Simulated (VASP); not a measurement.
# TiB (I-4m2) in VASP: further runs, part 2 of 3

VASP 6.6.1. The steps go on from the part before.

**4. Electric field gradients, LDA (equal xx and yy strain of +1 %)**

INCAR reads:

```
ALGO     = Normal         # electronic algorithm
EDIFF    = 1E-8           # SCF threshold, eV
ENCUT    = 420            # plane-wave cutoff, eV
GGA      = CA             # functional
GGA_COMPAT= F            
ISIF     = 2              # what is computed and relaxed
ISMEAR   = -1             # smearing method
LASPH    = T              # aspherical terms in the spheres
LCHARG   = F              # write CHGCAR
LEFG     = T            
LREAL    = F              # projectors in reciprocal space
LWAVE    = F              # write WAVECAR
NBANDS   = 14             # bands
NELM     = 120            # most SCF steps
PREC     = Accurate       # precision mode
SIGMA    = 0.05           # smearing width, eV
```

KPOINTS reads:

```
k-points
0
Gamma
  13 13 13
```

POSCAR reads:

```
TiB
1.0
    0.0000000000      2.1220100000      2.1010000000
    2.1220100000      0.0000000000      2.1010000000
    2.1220100000      2.1220100000      0.0000000000
Ti B
1 1
Direct
    0.7500000000      0.7500000000      0.7500000000
    0.0000000000      0.0000000000      0.0000000000
```

Potentials or basis: VASP PAW LDA potentials, release 64 (Ti_sv, B).

On the command line:

```bash
> cat potpaw_LDA.64/Ti_sv/POTCAR potpaw_LDA.64/B/POTCAR > POTCAR
> mpirun -np 1 vasp_std > vasp.out
```

OUTCAR:

```text
EDIFF = 1E-8
   ENCUT = 420
   GGA = CA
   ISIF = 2
   ISMEAR = -1
   LASPH = T
   LREAL = F
   NELM = 120
   PREC = Accurate

 ion  position               nearest neighbor table
   1  0.750  0.750  0.750-   2 1.83   2 1.83   2 1.83   2 1.83
   2  0.000  0.000  0.000-   1 1.83   1 1.83   1 1.83   1 1.83

  LATTYP: Found a body centered tetragonal cell.
 ALAT       =     3.0009753215
 C/A-ratio  =     1.4002114479

  Lattice vectors:

 A1 = (   0.0000000000,  -2.1220100000,  -2.1010000000)
 A2 = (   0.0000000000,   2.1220100000,  -2.1010000000)
 A3 = (   2.1220100000,   0.0000000000,   2.1010000000)

Analysis of symmetry for initial positions (statically):
=====================================================================
 Subroutine PRICEL returns:
 Original cell was already a primitive cell.

 Routine SETGRP: Setting up the symmetry group for a
 body centered tetragonal supercell.

 Subroutine GETGRP returns: Found  8 space group operations
 (whereof  8 operations were pure point group operations)
 out of a pool of 16 trial point group operations.

The static configuration has the point symmetry D_2d.

Analysis of symmetry for dynamics (positions and initial velocities):
=====================================================================
 Subroutine PRICEL returns:
 Original cell was already a primitive cell.

 Routine SETGRP: Setting up the symmetry group for a
 body centered tetragonal supercell.

 Subroutine GETGRP returns: Found  8 space group operations
 (whereof  8 operations were pure point group operations)
 out of a pool of 16 trial point group operations.

The dynamic configuration has the point symmetry D_2d.

 Subroutine INISYM returns: Found  8 space group operations
 (whereof  8 operations are pure point group operations),
 and found     1 'primitive' translations

----------------------------------------------------------------------------------------

                                     Primitive cell

  volume of cell :      18.9213

  direct lattice vectors                    reciprocal lattice vectors
     0.000000000  2.122010000  2.101000000    -0.235625657  0.235625657  0.237981913
     2.122010000  0.000000000  2.101000000     0.235625657 -0.235625657  0.237981913
     2.122010000  2.122010000  0.000000000     0.235625657  0.235625657 -0.237981913

  length of vectors
     2.986155964  2.986155964  3.000975321     0.409480514  0.409480514  0.409480514

  position of ions in fractional coordinates (direct lattice)
     0.750000000  0.750000000  0.750000000
     0.000000000  0.000000000  0.000000000

  ion indices of the primitive-cell ions
   primitive index   ion index
                 1           1
                 2           2

----------------------------------------------------------------------------------------

 KPOINTS: k-points

Automatic generation of k-mesh.
 Grid dimensions read from file:
 generate k-points for:   13   13   13
[... 75 lines left out ...]
   NELECT =      15.0000    total number of electrons
   NUPDOWN=      -1.0000    fix difference up-down
   EMIN   =  10.00;   EMAX   =-10.00  energy-range for DOS
   EFERMI =   0.00;   METHOD = LEGACY
   ISMEAR =    -1;   SIGMA  =   0.05  broadening in eV -4-tet -1-fermi 0-gaus
   EFERMI_NEDOS =   21; number of points for ismear=-14 and -15
   IALGO  =     38    algorithm
   IMIX   =      4    mixing-type and parameters
     AMIX     =   0.40;   BMIX     =  1.00
     AMIX_MAG =   1.60;   BMIX_MAG =  1.00
  volume/ion in A,a.u.               =       9.46        63.84
  Fermi-wavevector in a.u.,A,eV,Ry     =   1.515148  2.863214 31.234518  2.295672
  Thomas-Fermi vector in A             =   2.624710
   LORBIT       =      0    0 simple, 1 ext, 2 COOP (PROOUT), +10 PAW based schemes
   GGA     = CA    functional components
   LHFCALC =     F    Hartree Fock is set to
   AEXX    =    0.0000 exact exchange contribution
   IVDW    =     0    specifies the selected vdW correction
   LEPSILON=     F    determine dielectric tensor
   LRPA    =     F    only Hartree local field effects (RPA)
 non-spin polarized calculation
  energy-cutoff  :      420.00
  volume of cell :       18.92
 maximum number of plane-waves:       381
   NGX =  9   NGY =  9   NGZ =  9

 number of electron      14.9999999 magnetization

 Free energy of the ion-electron system (eV)
  ---------------------------------------------------
  ext. energy  EPLUGINS =         0.00000000
  ---------------------------------------------------
  free energy    TOTEN  =       -12.23837811 eV

  energy without entropy =      -12.23087304  energy(sigma->0) =      -12.23462557

 E-fermi :   8.9327     XC(G=0): -12.9039

 val. band max:        8.9321260367   @ k =   0.4615   0.1538   0.3077
 cond. band min:       8.9402306661   @ k =   0.3846   0.3077   0.0769
 fundamental gap:      0.0081046294
 Fermi energy:         8.9327062814

 k-point     1 :       0.0000    0.0000    0.0000
  band No.  band energies     occupation
      1     -45.2759      2.00000
      2     -21.7690      2.00000
      3     -21.7690      2.00000
      4     -21.7600      2.00000
      5       0.1682      2.00000
      6       7.0654      2.00000
      7       7.0654      2.00000
      8       7.1000      2.00000
      9      12.0770      0.00000
     10      12.1876      0.00000
     11      21.1557      0.00000
     12      21.4588      0.00000
     13      21.4588      0.00000
     14      21.6015      0.00000
[... 377 lines left out ...]
      1     -45.1607      2.00000
      2     -22.4228      2.00000
      3     -21.9511      2.00000
      4     -21.9271      2.00000
      5       3.6447      2.00000
      6       6.2182      2.00000
      7       7.7554      2.00000
      8       8.2044      2.00000
      9      12.1958      0.00000
     10      13.1306      0.00000
     11      14.8757      0.00000
     12      18.3211      0.00000
     13      19.3634      0.00000
     14      22.3296      0.00000

 [... further k-points ...]
[... 5 lines left out ...]
  --------------------------------------------------------------------------------------
  -------------------------------------------------------------------------------------
  Total       11.4999526     11.4999526     11.2569547      0.0000000      0.0000000      0.0000000
  in kB      973.7685268    973.7685268    953.1924674      0.0000000      0.0000000      0.0000000
  external PRESSURE =     966.9098403 kB  Pullay stress =       0.0000000 kB

 VOLUME and BASIS-vectors are now :
 -----------------------------------------------------------------------------
  energy-cutoff  :      420.00
  volume of cell :       18.92
      direct lattice vectors                 reciprocal lattice vectors
     0.000000000  2.122010000  2.101000000    -0.235625657  0.235625657  0.237981913
     2.122010000  0.000000000  2.101000000     0.235625657 -0.235625657  0.237981913
     2.122010000  2.122010000  0.000000000     0.235625657  0.235625657 -0.237981913

 POSITION                                       TOTAL-FORCE (eV/Angst)
 -----------------------------------------------------------------------------------
      3.18302      3.18302      3.15150        -0.000000     -0.000000      0.000000
      0.00000      0.00000      0.00000         0.000000      0.000000      0.000000
 -----------------------------------------------------------------------------------
    total drift:                                0.000002      0.000002      0.000001

  FREE ENERGIE OF THE ION-ELECTRON SYSTEM (eV)
  ---------------------------------------------------
  free  energy   TOTEN  =       -12.2383781083 eV

  energy  without entropy=      -12.2308730388  energy(sigma->0) =      -12.23462557

 Electric field gradients (V/A^2)
---------------------------------------------------------------------
 ion       V_xx      V_yy      V_zz      V_xy      V_xz      V_yz
---------------------------------------------------------------------
   1      -0.912    -0.912     1.824    -0.001    -0.001    -0.001
   2      -0.037    -0.037     0.075    -0.000    -0.000    -0.000
---------------------------------------------------------------------

 Electric field gradients after diagonalization (V/A^2)
 (convention: |V_zz| > |V_xx| > |V_yy|)
----------------------------------------------------------------------
 ion       V_xx      V_yy      V_zz     asymmetry (V_yy - V_xx)/ V_zz
----------------------------------------------------------------------
   1      -0.913    -0.911     1.824       0.001
   2      -0.038    -0.037     0.075       0.008
----------------------------------------------------------------------

           NMR quadrupolar parameters

 Cq : quadrupolar parameter    Cq=e*Q*V_zz/h
 eta: asymmetry parameters     (V_yy - V_xx)/ V_zz
 Q  : nuclear electric quadrupole moment in mb (millibarn)
----------------------------------------------------------------------
 ion       Cq(MHz)       eta       Q (mb)
----------------------------------------------------------------------
   1       0.004       0.001       1.000
   2       0.000       0.008       1.000
----------------------------------------------------------------------
```

Wall time 63 s (1 thread of Intel Xeon 8259CL, shared host); peak memory 0.15 GiB.

Results:

| Quantity | Value |
| --- | --- |
| Free energy | -12.2384 eV |
| Pressure | 96.7 GPa |

Electric field gradients, principal values (V/Å²):
| atom | least | middle | greatest (by size) |
| --- | --- | --- | --- |
| 1 Ti | -0.911 | -0.913 | 1.824 |
| 2 B | -0.037 | -0.038 | 0.075 |

Caveat: the cell differs from its parent crystal (equal xx and yy strain of +1 %); without QUAD_EFG the Cq values of the log hold for a quadrupole moment of 1 mb, not for the nuclei.

**5. Electric field gradients, LDA (equal xx and yy strain of +1 %)**

INCAR reads:

```
SYSTEM = TiB
PREC = Accurate
ENCUT = 420
EDIFF = 1E-8
ISMEAR = -1
SIGMA = 0.05
LREAL = .FALSE.
LASPH = .TRUE.
NELM = 120
ALGO = Normal
ISIF = 2
LWAVE = .FALSE.
LCHARG = .FALSE.
LEFG = .TRUE.
NBANDS = 14
GGA_COMPAT = .FALSE.
```

KPOINTS reads:

```
regular mesh
0
G
  13 13 13
  0 0 0
```

POSCAR is that of step 4.

Potentials or basis: VASP PAW LDA potentials, release 64 (Ti_sv, B).

On the command line:

```bash
> cat potpaw_LDA.64/Ti_sv/POTCAR potpaw_LDA.64/B/POTCAR > POTCAR
> mpirun -np 1 vasp_std > vasp.out
```

OUTCAR:

```text
SYSTEM = TiB
   PREC = Accurate
   ENCUT = 420
   EDIFF = 1E-8
   ISMEAR = -1
   LREAL = .FALSE.
   LASPH = .TRUE.
   NELM = 120
   ISIF = 2

 ion  position               nearest neighbor table
   1  0.750  0.750  0.750-   2 1.83   2 1.83   2 1.83   2 1.83
   2  0.000  0.000  0.000-   1 1.83   1 1.83   1 1.83   1 1.83

  LATTYP: Found a body centered tetragonal cell.
 ALAT       =     3.0009753215
 C/A-ratio  =     1.4002114479

  Lattice vectors:

 A1 = (   0.0000000000,  -2.1220100000,  -2.1010000000)
 A2 = (   0.0000000000,   2.1220100000,  -2.1010000000)
 A3 = (   2.1220100000,   0.0000000000,   2.1010000000)

Analysis of symmetry for initial positions (statically):
=====================================================================
 Subroutine PRICEL returns:
 Original cell was already a primitive cell.

 Routine SETGRP: Setting up the symmetry group for a
 body centered tetragonal supercell.

 Subroutine GETGRP returns: Found  8 space group operations
 (whereof  8 operations were pure point group operations)
 out of a pool of 16 trial point group operations.

The static configuration has the point symmetry D_2d.

Analysis of symmetry for dynamics (positions and initial velocities):
=====================================================================
 Subroutine PRICEL returns:
 Original cell was already a primitive cell.

 Routine SETGRP: Setting up the symmetry group for a
 body centered tetragonal supercell.

 Subroutine GETGRP returns: Found  8 space group operations
 (whereof  8 operations were pure point group operations)
 out of a pool of 16 trial point group operations.

The dynamic configuration has the point symmetry D_2d.

 Subroutine INISYM returns: Found  8 space group operations
 (whereof  8 operations are pure point group operations),
 and found     1 'primitive' translations

----------------------------------------------------------------------------------------

                                     Primitive cell

  volume of cell :      18.9213

  direct lattice vectors                    reciprocal lattice vectors
     0.000000000  2.122010000  2.101000000    -0.235625657  0.235625657  0.237981913
     2.122010000  0.000000000  2.101000000     0.235625657 -0.235625657  0.237981913
     2.122010000  2.122010000  0.000000000     0.235625657  0.235625657 -0.237981913

  length of vectors
     2.986155964  2.986155964  3.000975321     0.409480514  0.409480514  0.409480514

  position of ions in fractional coordinates (direct lattice)
     0.750000000  0.750000000  0.750000000
     0.000000000  0.000000000  0.000000000

  ion indices of the primitive-cell ions
   primitive index   ion index
                 1           1
                 2           2

----------------------------------------------------------------------------------------

 KPOINTS: regular mesh

Automatic generation of k-mesh.
 Grid dimensions read from file:
 generate k-points for:   13   13   13

 Generating k-lattice:

[... 75 lines left out ...]
   EFERMI =   0.00;   METHOD = LEGACY
   ISMEAR =    -1;   SIGMA  =   0.05  broadening in eV -4-tet -1-fermi 0-gaus
   EFERMI_NEDOS =   21; number of points for ismear=-14 and -15
   IALGO  =     38    algorithm
   IMIX   =      4    mixing-type and parameters
     AMIX     =   0.40;   BMIX     =  1.00
     AMIX_MAG =   1.60;   BMIX_MAG =  1.00
  volume/ion in A,a.u.               =       9.46        63.84
  Fermi-wavevector in a.u.,A,eV,Ry     =   1.515148  2.863214 31.234518  2.295672
  Thomas-Fermi vector in A             =   2.624710
   LORBIT       =      0    0 simple, 1 ext, 2 COOP (PROOUT), +10 PAW based schemes
   GGA     = CA    functional components
   LHFCALC =     F    Hartree Fock is set to
   AEXX    =    0.0000 exact exchange contribution
   IVDW    =     0    specifies the selected vdW correction
   LEPSILON=     F    determine dielectric tensor
   LRPA    =     F    only Hartree local field effects (RPA)
 non-spin polarized calculation
  energy-cutoff  :      420.00
  volume of cell :       18.92
 maximum number of plane-waves:       381
   NGX =  9   NGY =  9   NGZ =  9

 number of electron      14.9999999 magnetization

 Free energy of the ion-electron system (eV)
  ---------------------------------------------------
  ext. energy  EPLUGINS =         0.00000000
  ---------------------------------------------------
  free energy    TOTEN  =       -12.23837811 eV

  energy without entropy =      -12.23087304  energy(sigma->0) =      -12.23462557

 E-fermi :   8.9327     XC(G=0): -12.9039

 val. band max:        8.9321260367   @ k =   0.4615   0.1538   0.3077
 cond. band min:       8.9402306661   @ k =   0.3846   0.3077   0.0769
 fundamental gap:      0.0081046294
 Fermi energy:         8.9327062814

 k-point     1 :       0.0000    0.0000    0.0000
  band No.  band energies     occupation
      1     -45.2759      2.00000
      2     -21.7690      2.00000
      3     -21.7690      2.00000
      4     -21.7600      2.00000
      5       0.1682      2.00000
      6       7.0654      2.00000
      7       7.0654      2.00000
      8       7.1000      2.00000
      9      12.0770      0.00000
     10      12.1876      0.00000
     11      21.1557      0.00000
     12      21.4588      0.00000
     13      21.4588      0.00000
     14      21.6015      0.00000
[... 377 lines left out ...]
      1     -45.1607      2.00000
      2     -22.4228      2.00000
      3     -21.9511      2.00000
      4     -21.9271      2.00000
      5       3.6447      2.00000
      6       6.2182      2.00000
      7       7.7554      2.00000
      8       8.2044      2.00000
      9      12.1958      0.00000
     10      13.1306      0.00000
     11      14.8757      0.00000
     12      18.3211      0.00000
     13      19.3634      0.00000
     14      22.3296      0.00000

 [... further k-points ...]
[... 5 lines left out ...]
  --------------------------------------------------------------------------------------
  -------------------------------------------------------------------------------------
  Total       11.4999526     11.4999526     11.2569547      0.0000000      0.0000000      0.0000000
  in kB      973.7685268    973.7685268    953.1924674      0.0000000      0.0000000      0.0000000
  external PRESSURE =     966.9098403 kB  Pullay stress =       0.0000000 kB

 VOLUME and BASIS-vectors are now :
 -----------------------------------------------------------------------------
  energy-cutoff  :      420.00
  volume of cell :       18.92
      direct lattice vectors                 reciprocal lattice vectors
     0.000000000  2.122010000  2.101000000    -0.235625657  0.235625657  0.237981913
     2.122010000  0.000000000  2.101000000     0.235625657 -0.235625657  0.237981913
     2.122010000  2.122010000  0.000000000     0.235625657  0.235625657 -0.237981913

 POSITION                                       TOTAL-FORCE (eV/Angst)
 -----------------------------------------------------------------------------------
      3.18302      3.18302      3.15150        -0.000000     -0.000000      0.000000
      0.00000      0.00000      0.00000         0.000000      0.000000      0.000000
 -----------------------------------------------------------------------------------
    total drift:                                0.000002      0.000002      0.000001

  FREE ENERGIE OF THE ION-ELECTRON SYSTEM (eV)
  ---------------------------------------------------
  free  energy   TOTEN  =       -12.2383781083 eV

  energy  without entropy=      -12.2308730388  energy(sigma->0) =      -12.23462557

 Electric field gradients (V/A^2)
---------------------------------------------------------------------
 ion       V_xx      V_yy      V_zz      V_xy      V_xz      V_yz
---------------------------------------------------------------------
   1      -0.912    -0.912     1.824    -0.001    -0.001    -0.001
   2      -0.037    -0.037     0.075    -0.000    -0.000    -0.000
---------------------------------------------------------------------

 Electric field gradients after diagonalization (V/A^2)
 (convention: |V_zz| > |V_xx| > |V_yy|)
----------------------------------------------------------------------
 ion       V_xx      V_yy      V_zz     asymmetry (V_yy - V_xx)/ V_zz
----------------------------------------------------------------------
   1      -0.913    -0.911     1.824       0.001
   2      -0.038    -0.037     0.075       0.008
----------------------------------------------------------------------

           NMR quadrupolar parameters

 Cq : quadrupolar parameter    Cq=e*Q*V_zz/h
 eta: asymmetry parameters     (V_yy - V_xx)/ V_zz
 Q  : nuclear electric quadrupole moment in mb (millibarn)
----------------------------------------------------------------------
 ion       Cq(MHz)       eta       Q (mb)
----------------------------------------------------------------------
   1       0.004       0.001       1.000
   2       0.000       0.008       1.000
----------------------------------------------------------------------
```

stdout:

```text
POSCAR found type information on POSCAR TiB
 POSCAR found :  2 types and       2 ions
 scaLAPACK will be used
 LDA part: xc-table for (Slater(with rela. corr.)+CA(PZ))
 , standard interpolation
 POSCAR, INCAR and KPOINTS ok, starting setup
 FFT: planning ... GRIDC
 FFT: planning ... GRID_SOFT
 FFT: planning ... GRID
 WAVECAR not read
 entering main loop
ion   1

ion   2
```

Run time: 63 s. Hardware: 1 thread of Intel Xeon 8259CL, shared host; peak memory 0.15 GiB.

What came out:

```yaml
Free_energy: -12.2384 eV
Pressure: 96.7 GPa
```

Stress tensor (GPa, compression positive):
```
97.38  0.00  0.00
 0.00 97.38  0.00
 0.00  0.00 95.32
```

Levels at points of the mesh, in eV from the Fermi level:
```
           k point  band 4  band 5  band 6  band 7  band 8  band 9  band 10  band 11  band 12  band 13
(0.00, 0.00, 0.00)  -30.69   -8.76   -1.87   -1.87   -1.83    3.14     3.25    12.22    12.53    12.53
```

Electric field gradients, principal values (V/Å²):
| atom | least | middle | greatest (by size) |
| --- | --- | --- | --- |
| 1 Ti | -0.911 | -0.913 | 1.824 |
| 2 B | -0.037 | -0.038 | 0.075 |

Caveat: the cell differs from its parent crystal (equal xx and yy strain of +1 %); without QUAD_EFG the Cq values of the log hold for a quadrupole moment of 1 mb, not for the nuclei.

(Continued in part 3 of 3.)
